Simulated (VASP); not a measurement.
LiF:

```
CELL_PARAMETERS angstrom
2.51626 0.00000 0.00000
0.00000 2.51626 0.00000
0.00000 0.00000 2.51626
ATOMIC_POSITIONS crystal
Li 0.00000 0.00000 0.00000
F 0.50000 0.50000 0.50000
```

Base run:

```yaml
Program: VASP 6.6.1
Functional: r2SCAN
Potentials_or_basis: VASP PAW PBE potentials, release 64 (Li_sv, F)
Cutoff: 520 eV
k_mesh: 8 × 8 × 8
Occupations: gaussian, width 0.01 eV
Spin: no spin polarisation
```

Its results: band gap on the k mesh 9.12 eV (least direct gap 9.86 eV).

Problem. After a change of settings the same cell gave: band gap on the k mesh 7.74 eV (least direct gap 8.48 eV). Which change was it?
A. functional from r2SCAN to LDA; potentials or basis from VASP PAW PBE potentials, release 64 (Li_sv, F) to VASP PAW LDA potentials, release 64 (Li_sv, F)
B. functional from r2SCAN to HSE06; k mesh from 8 × 8 × 8 to 4 × 4 × 4
C. occupations from gaussian, width 0.01 eV to methfessel-paxton, width 0.2 eV; further incar settings from ALGO = Normal; EDIFF = 1e-06; NBANDS = 12 to ALGO = Normal; EDIFF = 1e-07; NBANDS = 12
D. functional from r2SCAN to PBE-based screened hybrid with 100 % exact exchange; k mesh from 8 × 8 × 8 to 4 × 4 × 4

Solution. A.
